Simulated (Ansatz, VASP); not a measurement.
**Two plane-wave programs on ZnS**

INCAR

```
SYSTEM = ZnS
PREC = Accurate
ENCUT = 520
EDIFF = 1E-7
ISMEAR = 0
SIGMA = 0.05
LREAL = .FALSE.
LASPH = .TRUE.
NELM = 80
ALGO = Normal
ISIF = 2
LWAVE = .FALSE.
LCHARG = .TRUE.
GGA = PE
LELF = .TRUE.
LVHAR = .TRUE.
NBANDS = 16
```

The input KPOINTS:

```
Automatic mesh
0
G
  8 8 8
  0 0 0
```

The input POSCAR:

```
ZnS
1.0
    0.0000000000      2.7623874444      2.6807405248
    2.7623874444      0.0000000000      2.6807405248
    2.7623874444      2.7623874444      0.0000000000
Zn S
1 1
Direct
    0.0000000000      0.0000000000      0.0000000000
    0.7500000000      0.7500000000      0.7500000000
```

Input for Ansatz:

```yaml
crystal:
  lattice:
    - [0.0, 2.7623874444, 2.6807405248]
    - [2.7623874444, 0.0, 2.6807405248]
    - [2.7623874444, 2.7623874444, 0.0]
  atoms:
    - { symbol: Zn, position: [0.0, 0.0, 0.0] }
    - { symbol: S, position: [0.75, 0.75, 0.75] }
basis:
  ecutwfc: 420
kpoints:
  mp_grid: { grid: [8, 8, 8] }
hamiltonian:
  xc: pbe
scf:
  occupations: { method: gaussian, width: 0.05 }
output:
  forces: true
  stress: true
  eigenvalues: true
```

Change from the starting cell: strain +0.015 along x and y, -0.015 along z, atoms carried along.

Alike in both runs: task single point; functional PBE; k mesh 8 × 8 × 8; occupations gaussian, width 0.05 eV; no spin polarisation.

```csv
,VASP,Ansatz
version,VASP 6.6.1,Ansatz 0.2.0
potentials or method,"VASP PAW PBE potentials, release 64 (Zn, S), cutoff 520 eV","scalar-relativistic, plane waves, PAW"
valence electrons in the cell,18,18
```

```csv
,VASP,Ansatz,Ansatz less VASP
gap on the k mesh at the Fermi level (eV),1.89,1.89,-0.004
least direct gap on the mesh (eV),1.89,1.89,-0.004
pressure (GPa),-0.8,-1.0,-0.14
"traceless stress, the component that is largest in VASP (GPa)",0.78,0.79,+0.005
```

With one functional, cell and mesh, what is left measures potentials, basis and numerics.
